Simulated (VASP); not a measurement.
# Bi2Se3 (R-3m) in VASP: relaxation of cell and atoms with PBE

Aim: the relaxation of cell and atoms of Bi2Se3 with PBE.

Everything below comes from runs of VASP 6.6.1. Logs are shortened: lines on timing, memory, paths and dates and some standing lists are left out, and cuts for length are marked.

### Step 1. The cell of the first run

The structure is trigonal, space group R-3m (No. 166). The conventional cell has a = 4.190 Å, b = 4.190 Å, c = 31.301 Å, α = 90.00°, β = 90.00°, γ = 120.00°. Bi (site symmetry 3m) has 6 Se at 2.88 to 3.11 Å within 3.8 Å. Within 4.3 Å of Se (site symmetry -3m) lie 6 Bi at 3.11 Å and 12 Se at 4.19 to 4.26 Å. Se (site symmetry 3m) has 3 Bi at 2.88 Å within 3.8 Å.

### Step 2. Relaxation of cell and atoms, PBE

INCAR reads:

```
SYSTEM = Bi2Se3
PREC = Accurate
ENCUT = 600
EDIFF = 1E-6
ISMEAR = 0
SIGMA = 0.02
LREAL = .FALSE.
LASPH = .TRUE.
NELM = 80
ALGO = Normal
ISIF = 3
LWAVE = .FALSE.
LCHARG = .FALSE.
GGA = PE
IBRION = 2
NSW = 100
EDIFFG = -0.005
```

KPOINTS reads:

```
regular mesh
0
G
  6 6 6
  0 0 0
```

POSCAR reads:

```
Bi2Se3
1.0
    2.0952101537      1.2096701462     10.4336389923
   -2.0952101537      1.2096701462     10.4336389923
    0.0000000000     -2.4193402925     10.4336389923
Bi Se
2 3
Direct
    0.3956391256      0.3956391256      0.3956391256
    0.6043608744      0.6043608744      0.6043608744
    0.0000000000      0.0000000000      0.0000000000
    0.2211433242      0.2211433242      0.2211433242
    0.7788566758      0.7788566758      0.7788566758
```

Potentials or basis: VASP PAW PBE potentials, release 64 (Bi_d, Se).

On the command line:

```bash
$ cat potpaw_PBE.64/Bi_d/POTCAR potpaw_PBE.64/Se/POTCAR > POTCAR
$ mpirun -np 1 vasp_std > vasp.out
```

OUTCAR:

```text
SYSTEM = Bi2Se3
   PREC = Accurate
   ENCUT = 600
   EDIFF = 1E-6
   ISMEAR = 0
   LREAL = .FALSE.
   LASPH = .TRUE.
   NELM = 80
   ISIF = 3
   GGA = PE
   IBRION = 2
   NSW = 100
   EDIFFG = -0.005

 ion  position               nearest neighbor table
   1  0.396  0.396  0.396-   5 2.88   5 2.88   5 2.88   3 3.11   3 3.11   3 3.11
   2  0.604  0.604  0.604-   4 2.88   4 2.88   4 2.88   3 3.11   3 3.11   3 3.11
   3  0.000  0.000  0.000-   2 3.11   1 3.11   2 3.11   2 3.11   1 3.11   1 3.11
   4  0.221  0.221  0.221-   2 2.88   2 2.88   2 2.88
   5  0.779  0.779  0.779-   1 2.88   1 2.88   1 2.88

  LATTYP: Found a trigonal (rhomboedric) cell.
 ALAT       =    10.7104635788
 COS(alpha) =     0.9234634929

  Lattice vectors:

 A1 = (   2.0952101537,   1.2096701462,  10.4336389923)
 A2 = (  -2.0952101537,   1.2096701462,  10.4336389923)
 A3 = (   0.0000000000,  -2.4193402925,  10.4336389923)

Analysis of symmetry for initial positions (statically):
=====================================================================
 Subroutine PRICEL returns:
 Original cell was already a primitive cell.

 Routine SETGRP: Setting up the symmetry group for a
 trigonal (rhombohedral) supercell.

 Subroutine GETGRP returns: Found 12 space group operations
 (whereof 12 operations were pure point group operations)
 out of a pool of 12 trial point group operations.

The static configuration has the point symmetry D_3d.

Analysis of symmetry for dynamics (positions and initial velocities):
=====================================================================
 Subroutine PRICEL returns:
 Original cell was already a primitive cell.

 Routine SETGRP: Setting up the symmetry group for a
 trigonal (rhombohedral) supercell.

 Subroutine GETGRP returns: Found 12 space group operations
 (whereof 12 operations were pure point group operations)
 out of a pool of 12 trial point group operations.

The dynamic configuration has the point symmetry D_3d.

 Subroutine INISYM returns: Found 12 space group operations
 (whereof 12 operations are pure point group operations),
 and found     1 'primitive' translations

----------------------------------------------------------------------------------------

                                     Primitive cell

  volume of cell :     158.6652

  direct lattice vectors                    reciprocal lattice vectors
     2.095210154  1.209670146 10.433638992     0.238639546  0.137778606  0.031947946
    -2.095210154  1.209670146 10.433638992    -0.238639546  0.137778606  0.031947946
     0.000000000 -2.419340292 10.433638992     0.000000000 -0.275557212  0.031947946

  length of vectors
    10.710463579 10.710463579 10.710463579     0.277403043  0.277403043  0.277403043

  position of ions in fractional coordinates (direct lattice)
     0.395639126  0.395639126  0.395639126
     0.604360874  0.604360874  0.604360874
     0.000000000  0.000000000  0.000000000
     0.221143324  0.221143324  0.221143324
     0.778856676  0.778856676  0.778856676

  ion indices of the primitive-cell ions
   primitive index   ion index
                 1           1
                 2           2
                 3           3
                 4           4
                 5           5

----------------------------------------------------------------------------------------

 KPOINTS: regular mesh

Automatic generation of k-mesh.
 Grid dimensions read from file:
 generate k-points for:    6    6    6

 Generating k-lattice:

  Cartesian coordinates                     Fractional coordinates (reciprocal lattice)
     0.039773258  0.022963101  0.005324658     0.166666667  0.000000000  0.000000000
    -0.039773258  0.022963101  0.005324658     0.000000000  0.166666667  0.000000000
     0.000000000 -0.045926202  0.005324658     0.000000000  0.000000000  0.166666667

  Length of vectors
     0.046233841  0.046233841  0.046233841

  Shift w.r.t. Gamma in fractional coordinates (k-lattice)
     0.000000000  0.000000000  0.000000000

 Subroutine IBZKPT returns following result:
 ===========================================

 Found     32 irreducible k-points:

 Following reciprocal coordinates:
            Coordinates               Weight
  0.000000  0.000000  0.000000      1.000000
  0.166667  0.000000 -0.000000      6.000000
  0.333333  0.000000 -0.000000      6.000000
  0.500000  0.000000 -0.000000      3.000000
  0.166667  0.166667 -0.000000      6.000000
  0.333333  0.166667  0.000000     12.000000
[... 16 lines left out ...]
  0.500000  0.500000  0.166667      6.000000
 -0.333333  0.500000  0.166667     12.000000
 [... further k-points ...]
   k-points           NKPTS =     32   k-points in BZ     NKDIM =     32   number of bands    NBANDS=     28
   number of dos      NEDOS =    301   number of ions     NIONS =      5
   total plane-waves  NPLWV = 729000
   dimension x,y,z NGX =    90 NGY =   90 NGZ =   90
   dimension x,y,z NGXF=   180 NGYF=  180 NGZF=  180
   ions per type =               2   3
   NGX,Y,Z   is equivalent  to a cutoff of  13.97, 13.97, 13.97 a.u.
   NGXF,Y,Z  is equivalent  to a cutoff of  27.94, 27.94, 27.94 a.u.
 SYSTEM =  Bi2Se3
   PREC   = accura    normal or accurate (medium, high low for compatibility)
   ISTART =      0    job   : 0-new  1-cont  2-samecut
   ICHARG =      2    charge: 1-file 2-atom 10-const
   ISPIN  =      1    spin polarized calculation?
   LNONCOLLINEAR =      F non collinear calculations
   LSORBIT =      F    spin-orbit coupling
   LASPH  =      T    aspherical Exc in radial PAW
   ENCUT  =  600.0 eV  44.10 Ry    6.64 a.u.  21.39 21.39 21.39*2*pi/ulx,y,z
   NELM   =     80;   NELMIN=  2; NELMDL= -5     # of ELM steps
   EDIFF  = 0.1E-05   stopping-criterion for ELM
   LREAL  =      F    real-space projection
   EDIFFG = -.5E-02   stopping-criterion for IOM
   NSW    =    100    number of steps for IOM
   IBRION =      2    ionic relax: 0-MD 1-quasi-New 2-CG
   NFREE  =      1    steps in history (QN), initial steepest desc. (CG)
   ISIF   =      3    stress and relaxation
   ISYM   =      2    0-nonsym 1-usesym 2-fastsym
   POTIM  = 0.5000    time-step for ionic-motion
   TEBEG  =    0.0;   TEEND  =   0.0 temperature during run
   PSTRESS=    0.0 pullay stress
   NELECT =      48.0000    total number of electrons
   NUPDOWN=      -1.0000    fix difference up-down
   EMIN   =  10.00;   EMAX   =-10.00  energy-range for DOS
   EFERMI =   0.00;   METHOD = LEGACY
   ISMEAR =     0;   SIGMA  =   0.02  broadening in eV -4-tet -1-fermi 0-gaus
   EFERMI_NEDOS =   21; number of points for ismear=-14 and -15
   IALGO  =     38    algorithm
   IMIX   =      4    mixing-type and parameters
     AMIX     =   0.40;   BMIX     =  1.00
     AMIX_MAG =   1.60;   BMIX_MAG =  1.00
  volume/ion in A,a.u.               =      31.73       214.15
  Fermi-wavevector in a.u.,A,eV,Ry     =   1.098992  2.076795 16.432904  1.207784
  Thomas-Fermi vector in A             =   2.235379
   LORBIT       =      0    0 simple, 1 ext, 2 COOP (PROOUT), +10 PAW based schemes
   GGA     = PE    functional components
   LHFCALC =     F    Hartree Fock is set to
   AEXX    =    0.0000 exact exchange contribution
   IVDW    =     0    specifies the selected vdW correction
   LEPSILON=     F    determine dielectric tensor
   LRPA    =     F    only Hartree local field effects (RPA)
 conjugate gradient relaxation of ions
 non-spin polarized calculation
 Gauss-broadening in eV      SIGMA  =   0.02
  energy-cutoff  :      600.00
  volume of cell :      158.67
 maximum number of plane-waves:      5352
 NGX is ok and might be reduce to    90
   NGX = 43   NGY = 43   NGZ = 43

--------------------------------------- Ionic step        1  -------------------------------------------

 number of electron      48.0000003 magnetization

 Free energy of the ion-electron system (eV)
  ---------------------------------------------------
  ext. energy  EPLUGINS =         0.00000000
  ---------------------------------------------------
  free energy    TOTEN  =       -20.23562341 eV

  energy without entropy =      -20.23562341  energy(sigma->0) =      -20.23562341

------------------------ aborting loop because EDIFF is reached ----------------------------------------

  FORCE on cell =-STRESS in cart. coord.  units (eV):
  Direction    XX          YY          ZZ          XY          YZ          ZX
  --------------------------------------------------------------------------------------
  -------------------------------------------------------------------------------------
  Total       -0.0009225     -0.0009225      0.0606381     -0.0000000     -0.0000000      0.0000000
  in kB       -0.0093154     -0.0093154      0.6123148     -0.0000000     -0.0000000      0.0000000
  external PRESSURE =       0.1978947 kB  Pullay stress =       0.0000000 kB

 VOLUME and BASIS-vectors are now :
 -----------------------------------------------------------------------------
  energy-cutoff  :      600.00
  volume of cell :      158.67
      direct lattice vectors                 reciprocal lattice vectors
     2.095210154  1.209670146 10.433638992     0.238639546  0.137778606  0.031947946
    -2.095210154  1.209670146 10.433638992    -0.238639546  0.137778606  0.031947946
     0.000000000 -2.419340292 10.433638992     0.000000000 -0.275557212  0.031947946
[... 79 lines left out ...]
 POSITION                                       TOTAL-FORCE (eV/Angst)
 -----------------------------------------------------------------------------------
      0.00000     -0.00000     12.39018        -0.000000      0.000000     -0.004627
      0.00000     -0.00000     18.93224         0.000000     -0.000000      0.004627
      0.00000      0.00000      0.00000        -0.000000      0.000000      0.000000
      0.00000     -0.00000      6.92497         0.000000     -0.000000      0.000098
      0.00000     -0.00000     24.39745        -0.000000      0.000000     -0.000098
 -----------------------------------------------------------------------------------
    total drift:                                0.000000      0.000000     -0.000000

  FREE ENERGIE OF THE ION-ELECTRON SYSTEM (eV)
  ---------------------------------------------------
  free  energy   TOTEN  =       -20.2357829619 eV

  energy  without entropy=      -20.2357829619  energy(sigma->0) =      -20.23578296

--------------------------------------- Ionic step        4  -------------------------------------------

 number of electron      48.0000004 magnetization

 Free energy of the ion-electron system (eV)
  ---------------------------------------------------
  ext. energy  EPLUGINS =         0.00000000
  ---------------------------------------------------
  free energy    TOTEN  =       -20.23582662 eV

  energy without entropy =      -20.23582662  energy(sigma->0) =      -20.23582662

 E-fermi :   3.5446     XC(G=0):  -8.8781

 val. band max:        3.3767178692   @ k =   0.5000   0.5000   0.3333
 cond. band min:       4.0692588687   @ k =   0.0000   0.0000   0.0000
 fundamental gap:      0.6925409995
 Fermi energy:         3.5446294215

 k-point     1 :       0.0000    0.0000    0.0000
  band No.  band energies     occupation
      1     -19.2937      2.00000
      2     -19.2937      2.00000
      3     -19.2924      2.00000
      4     -19.2924      2.00000
      5     -19.2894      2.00000
      6     -19.2873      2.00000
[... 20 lines left out ...]
     27       5.3526      0.00000
[... 691 lines left out ...]
      6     -19.2814      2.00000
[... 20 lines left out ...]
     27       6.1832      0.00000
     28       7.2254      0.00000

 [... further k-points ...]

------------------------ aborting loop because EDIFF is reached ----------------------------------------

  FORCE on cell =-STRESS in cart. coord.  units (eV):
  Direction    XX          YY          ZZ          XY          YZ          ZX
  --------------------------------------------------------------------------------------
  -------------------------------------------------------------------------------------
  Total        0.0006978      0.0006978      0.0052631      0.0000000     -0.0000000      0.0000000
  in kB        0.0070510      0.0070510      0.0531825      0.0000000     -0.0000000      0.0000000
  external PRESSURE =       0.0224282 kB  Pullay stress =       0.0000000 kB

 VOLUME and BASIS-vectors are now :
 -----------------------------------------------------------------------------
  energy-cutoff  :      600.00
  volume of cell :      158.56
      direct lattice vectors                 reciprocal lattice vectors
     2.093868068  1.208895292 10.439853881     0.238792505  0.137866917  0.031928927
    -2.093868068  1.208895292 10.439853881    -0.238792505  0.137866917  0.031928927
     0.000000000 -2.417790585 10.439853881     0.000000000 -0.275733834  0.031928927

 POSITION                                       TOTAL-FORCE (eV/Angst)
 -----------------------------------------------------------------------------------
      0.00000     -0.00000     12.38823         0.000000     -0.000000      0.002806
      0.00000     -0.00000     18.93133        -0.000000      0.000000     -0.002806
     -0.00000      0.00000      0.00000        -0.000000     -0.000000      0.000000
      0.00000     -0.00000      6.92386        -0.000000      0.000000     -0.002178
      0.00000     -0.00000     24.39570         0.000000     -0.000000      0.002178
 -----------------------------------------------------------------------------------
    total drift:                                0.000000      0.000000     -0.000000

  FREE ENERGIE OF THE ION-ELECTRON SYSTEM (eV)
  ---------------------------------------------------
  free  energy   TOTEN  =       -20.2358266247 eV

  energy  without entropy=      -20.2358266247  energy(sigma->0) =      -20.23582662

 reached required accuracy - stopping structural energy minimisation
```

It took 56 min on 1 thread of Intel Xeon Platinum 8488C (Sapphire Rapids), shared host; peak memory 1.3 GiB.

Results:

- Free energy: -20.2358 eV
- Relaxed volume: 31.71 Å³/atom
- Relaxed cell: a = 10.716 Å, b = 10.716 Å, c = 10.716 Å, α = 22.54°, β = 22.54°, γ = 22.54°
- Space group after relaxing (to 0.1 Å): R-3m (No. 166)
- Energy gained by relaxing: 0.0 meV/atom
- Ionic steps: 4
- Pressure after relaxing: 0.0 GPa
- Band gap on the k mesh: 0.69 eV (least direct gap 0.71 eV)

Forces in eV/Å, atoms in the order of the input:
```
Bi   0.000  0.000  0.003
Bi   0.000  0.000 -0.003
Se   0.000  0.000  0.000
Se   0.000  0.000 -0.002
Se   0.000  0.000  0.002
```

Step by step:
```tsv
step	energy change (eV)	largest force (eV/Å)	pressure (GPa)	volume (Å³)
1	0.0000	0.0387	0.02	158.67
2	-0.0002	0.0094	-0.04	158.76
3	-0.0002	0.0046	-0.05	158.77
4	-0.0002	0.0028	0.00	158.56
```

Final structure:
```xyz
5
Lattice="2.0939 1.2089 10.4399 -2.0939 1.2089 10.4399 0.0000 -2.4178 10.4399" Properties=species:S:1:pos:R:3 pbc="T T T"
Bi    0.0000    0.0000   12.3882
Bi    0.0000    0.0000   18.9313
Se    0.0000    0.0000    0.0000
Se    0.0000    0.0000    6.9239
Se    0.0000    0.0000   24.3957
```

Caveat: spin-orbit coupling is left out, which moves the levels of the heavy elements.
